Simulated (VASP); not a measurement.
Here is a VASP 6.6.1 calculation.

File INCAR:

```
SYSTEM = Ga6SbAs5
  PREC = Accurate
  ENCUT = 520
  EDIFF = 1E-7
  ISMEAR = -1
  SIGMA = 0.05
  LREAL = .False.
  LASPH = .True.
  NELM = 60
  ALGO = Normal
  ISIF = 2
  LWAVE = .False.
  LCHARG = .True.
  GGA = PS
  LELF = .True.
  LVHAR = .True.
  NELECT = 106.0
  NBANDS = 66
```

File KPOINTS:

```
regular mesh
0
Gamma
  4 4 1
  0 0 0
```

Contents of POSCAR:

```
Ga6SbAs5
1.0
    2.8300000000      2.8300000000      0.0000000000
   -2.8300000000      2.8300000000      0.0000000000
    0.0000000000      0.0000000000     17.3767190000
Ga As Sb
6 5 1
Direct
    0.0048780000      0.0449620000      0.0096720000
    0.9642640000      0.9948080000      0.3324740000
    0.0067170000      0.9489080000      0.6493080000
    0.5282490000      0.4817800000      0.1729170000
    0.5155300000      0.5064640000      0.4894960000
    0.5196060000      0.5360700000      0.8109540000
    0.5110150000      0.0128670000      0.0915410000
    0.4757610000      0.0105420000      0.4068130000
    0.4803800000      0.0067850000      0.7352880000
    0.0234980000      0.4500710000      0.2379350000
    0.9852890000      0.5199820000      0.5670790000
    0.9839010000      0.4783600000      0.9026330000
```

Potentials or basis: VASP PAW PBE potentials, release 64 (Ga_d, As, Sb).

The run is started by

```console
$ cat potpaw_PBE.64/Ga_d/POTCAR potpaw_PBE.64/As/POTCAR potpaw_PBE.64/Sb/POTCAR > POTCAR
$ mpirun -np 1 vasp_std > vasp.out
```

Problem. Estimate the largest force.

Solution. 2.340 eV/Å.

Forces on the atoms (eV/Å):
```
Ga   0.692 -0.470  0.543
Ga   0.686  0.181 -0.795
Ga  -1.819  1.014  1.066
Ga  -0.940  0.568 -1.084
Ga  -0.886 -0.704 -0.428
Ga  -0.033 -1.478 -0.557
As   0.570 -0.939 -0.891
As  -0.046 -0.408  0.440
As  -0.285  1.131 -0.789
As  -0.402  0.454  1.963
As   2.212 -0.646 -0.404
Sb   0.250  1.296  0.936
```

Caveat: the k points lie up to 0.39 Å⁻¹ apart, too coarse for converged energies and pressures of a metal; the cell carries a net charge on a neutralising background, which shifts energy and pressure; the PAW data sets were made with another functional, which shifts forces and pressure a little.
